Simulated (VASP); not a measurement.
# W (R-3m) in VASP: further runs, part 2 of 2

VASP 6.6.1. Earlier steps stand in the parts before.

### Step 3. Electric field gradients, PBE (equal xy, yz and zx shear strains of +2 %)

Contents of INCAR:

```
PREC = Accurate
ENCUT = 520
EDIFF = 1E-8
ISMEAR = -1
SIGMA = 0.05
LREAL = False
LASPH = True
NELM = 80
ALGO = Normal
ISIF = 2
LWAVE = False
LCHARG = False
GGA = PE
LEFG = True
NBANDS = 13
```

Contents of KPOINTS:

```
Automatic mesh
0
Gamma
  14 14 14
```

Contents of POSCAR:

```
W
1.0
    0.0406000000      2.0503000000      2.0503000000
    2.0503000000      0.0406000000      2.0503000000
    2.0503000000      2.0503000000      0.0406000000
W
1
Direct
    0.0000000000      0.0000000000      0.0000000000
```

Potentials or basis: VASP PAW PBE potentials, release 64 (W_sv).

Run with:

```
$ cat potpaw_PBE.64/W_sv/POTCAR > POTCAR
$ mpirun -np 1 vasp_std > vasp.out
```

OUTCAR:

```text
PREC = Accurate
   ENCUT = 520
   EDIFF = 1E-8
   ISMEAR = -1
   LREAL = False
   LASPH = True
   NELM = 80
   ISIF = 2
   GGA = PE

 ion  position               nearest neighbor table
   1  0.000  0.000  0.000-

  LATTYP: Found a trigonal (rhomboedric) cell.
 ALAT       =     2.8998462959
 COS(alpha) =     0.5197000882

  Lattice vectors:

 A1 = (   0.0406000000,   2.0503000000,   2.0503000000)
 A2 = (   2.0503000000,   0.0406000000,   2.0503000000)
 A3 = (   2.0503000000,   2.0503000000,   0.0406000000)

Analysis of symmetry for initial positions (statically):
=====================================================================
 Subroutine PRICEL returns:
 Original cell was already a primitive cell.

 Routine SETGRP: Setting up the symmetry group for a
 trigonal (rhombohedral) supercell.

 Subroutine GETGRP returns: Found 12 space group operations
 (whereof 12 operations were pure point group operations)
 out of a pool of 12 trial point group operations.

The static configuration has the point symmetry D_3d.

Analysis of symmetry for dynamics (positions and initial velocities):
=====================================================================
 Subroutine PRICEL returns:
 Original cell was already a primitive cell.

 Routine SETGRP: Setting up the symmetry group for a
 trigonal (rhombohedral) supercell.

 Subroutine GETGRP returns: Found 12 space group operations
 (whereof 12 operations were pure point group operations)
 out of a pool of 12 trial point group operations.

The dynamic configuration has the point symmetry D_3d.

 Subroutine INISYM returns: Found 12 space group operations
 (whereof 12 operations are pure point group operations),
 and found     1 'primitive' translations

----------------------------------------------------------------------------------------

                                     Primitive cell

  volume of cell :      16.7259

  direct lattice vectors                    reciprocal lattice vectors
     0.040600000  2.050300000  2.050300000    -0.251232503  0.246354202  0.246354202
     2.050300000  0.040600000  2.050300000     0.246354202 -0.251232503  0.246354202
     2.050300000  2.050300000  0.040600000     0.246354202  0.246354202 -0.251232503

  length of vectors
     2.899846296  2.899846296  2.899846296     0.429532951  0.429532951  0.429532951

  position of ions in fractional coordinates (direct lattice)
     0.000000000  0.000000000  0.000000000

  ion indices of the primitive-cell ions
   primitive index   ion index
                 1           1

----------------------------------------------------------------------------------------

 KPOINTS: Automatic mesh

Automatic generation of k-mesh.
 Grid dimensions read from file:
 generate k-points for:   14   14   14

 Generating k-lattice:
[... 66 lines left out ...]
   IBRION =     -1    ionic relax: 0-MD 1-quasi-New 2-CG
   NFREE  =      0    steps in history (QN), initial steepest desc. (CG)
   ISIF   =      2    stress and relaxation
   ISYM   =      2    0-nonsym 1-usesym 2-fastsym
   POTIM  = 0.5000    time-step for ionic-motion
   TEBEG  =    0.0;   TEEND  =   0.0 temperature during run
   PSTRESS=    0.0 pullay stress
   NELECT =      14.0000    total number of electrons
   NUPDOWN=      -1.0000    fix difference up-down
   EMIN   =  10.00;   EMAX   =-10.00  energy-range for DOS
   EFERMI =   0.00;   METHOD = LEGACY
   ISMEAR =    -1;   SIGMA  =   0.05  broadening in eV -4-tet -1-fermi 0-gaus
   EFERMI_NEDOS =   21; number of points for ismear=-14 and -15
   IALGO  =     38    algorithm
   IMIX   =      4    mixing-type and parameters
     AMIX     =   0.40;   BMIX     =  1.00
     AMIX_MAG =   1.60;   BMIX_MAG =  1.00
  volume/ion in A,a.u.               =      16.73       112.87
  Fermi-wavevector in a.u.,A,eV,Ry     =   1.542841  2.915548 32.386759  2.380360
  Thomas-Fermi vector in A             =   2.648589
   LORBIT       =      0    0 simple, 1 ext, 2 COOP (PROOUT), +10 PAW based schemes
   GGA     = PE    functional components
   LHFCALC =     F    Hartree Fock is set to
   AEXX    =    0.0000 exact exchange contribution
   IVDW    =     0    specifies the selected vdW correction
   LEPSILON=     F    determine dielectric tensor
   LRPA    =     F    only Hartree local field effects (RPA)
 non-spin polarized calculation
  energy-cutoff  :      520.00
  volume of cell :       16.73
 maximum number of plane-waves:       465
 NGX is ok and might be reduce to    24
   NGX = 11   NGY = 11   NGZ = 11

 number of electron      14.0000000 magnetization

 Free energy of the ion-electron system (eV)
  ---------------------------------------------------
  ext. energy  EPLUGINS =         0.00000000
  ---------------------------------------------------
  free energy    TOTEN  =       -12.48155660 eV

  energy without entropy =      -12.47280834  energy(sigma->0) =      -12.47718247

 E-fermi :  10.2491     XC(G=0): -13.3298

 val. band max:       10.2333211289   @ k =   0.1429   0.1429  -0.0000
 cond. band min:      10.2522342305   @ k =   0.5000   0.5000   0.4286
 fundamental gap:      0.0189131016
 Fermi energy:        10.2490552767

 k-point     1 :       0.0000    0.0000    0.0000
  band No.  band energies     occupation
      1     -63.4873      2.00000
      2     -27.1968      2.00000
      3     -27.1102      2.00000
      4     -27.1102      2.00000
      5       1.3391      2.00000
      6       9.3420      2.00000
      7       9.8592      1.99918
      8       9.8592      1.99918
      9      12.7504      0.00000
     10      12.7504      0.00000
     11      22.9859      0.00000
     12      27.6273      0.00000
     13      28.3859      0.00000
[... 354 lines left out ...]
  band No.  band energies     occupation
      1     -63.4284      2.00000
      2     -27.6776      2.00000
      3     -27.3239      2.00000
      4     -27.2580      2.00000
      5       4.0369      2.00000
      6       8.0154      2.00000
      7       9.9155      1.99747
      8      10.7290      0.00014
      9      12.2244      0.00000
     10      13.7180      0.00000
     11      24.7629      0.00000
     12      27.7049      0.00000
     13      29.4618      0.00000

 [... further k-points ...]
[... 5 lines left out ...]
  --------------------------------------------------------------------------------------
  -------------------------------------------------------------------------------------
  Total       -0.4084364     -0.4084364     -0.4084364      0.1635825      0.1635825      0.1635825
  in kB      -39.1242814    -39.1242814    -39.1242814     15.6696338     15.6696338     15.6696338
  external PRESSURE =     -39.1242814 kB  Pullay stress =       0.0000000 kB

 VOLUME and BASIS-vectors are now :
 -----------------------------------------------------------------------------
  energy-cutoff  :      520.00
  volume of cell :       16.73
      direct lattice vectors                 reciprocal lattice vectors
     0.040600000  2.050300000  2.050300000    -0.251232503  0.246354202  0.246354202
     2.050300000  0.040600000  2.050300000     0.246354202 -0.251232503  0.246354202
     2.050300000  2.050300000  0.040600000     0.246354202  0.246354202 -0.251232503

 POSITION                                       TOTAL-FORCE (eV/Angst)
 -----------------------------------------------------------------------------------
      0.00000      0.00000      0.00000        -0.000000      0.000000     -0.000000
 -----------------------------------------------------------------------------------
    total drift:                               -0.000000     -0.000000      0.000000

  FREE ENERGIE OF THE ION-ELECTRON SYSTEM (eV)
  ---------------------------------------------------
  free  energy   TOTEN  =       -12.4815566011 eV

  energy  without entropy=      -12.4728083424  energy(sigma->0) =      -12.47718247

 Electric field gradients (V/A^2)
---------------------------------------------------------------------
 ion       V_xx      V_yy      V_zz      V_xy      V_xz      V_yz
---------------------------------------------------------------------
   1       0.000     0.000    -0.000     7.147     7.147     7.147
---------------------------------------------------------------------

 Electric field gradients after diagonalization (V/A^2)
 (convention: |V_zz| > |V_xx| > |V_yy|)
----------------------------------------------------------------------
 ion       V_xx      V_yy      V_zz     asymmetry (V_yy - V_xx)/ V_zz
----------------------------------------------------------------------
   1      -7.147    -7.147    14.295       0.000
----------------------------------------------------------------------

           NMR quadrupolar parameters

 Cq : quadrupolar parameter    Cq=e*Q*V_zz/h
 eta: asymmetry parameters     (V_yy - V_xx)/ V_zz
 Q  : nuclear electric quadrupole moment in mb (millibarn)
----------------------------------------------------------------------
 ion       Cq(MHz)       eta       Q (mb)
----------------------------------------------------------------------
   1       0.035       0.000       1.000
----------------------------------------------------------------------
```

Wall time 37 s (1 thread of AMD EPYC 9R45 (Zen 5), shared host); peak memory 0.15 GiB.

Results:

* Free energy: -12.4816 eV
* Pressure: -3.9 GPa
* Band gap on the k mesh: zero (band 7 reaches 13.18 eV, above the bottom of band 8 at 9.83 eV)

Electric field gradients, principal values (V/Å²):
| atom | least | middle | greatest (by size) |
| --- | --- | --- | --- |
| 1 W | -7.147 | -7.147 | 14.295 |

Caveat: the cell differs from its parent crystal (equal xy, yz and zx shear strains of +2 %); without QUAD_EFG the Cq values of the log hold for a quadrupole moment of 1 mb, not for the nuclei; spin-orbit coupling is left out, which moves the levels of the heavy elements.
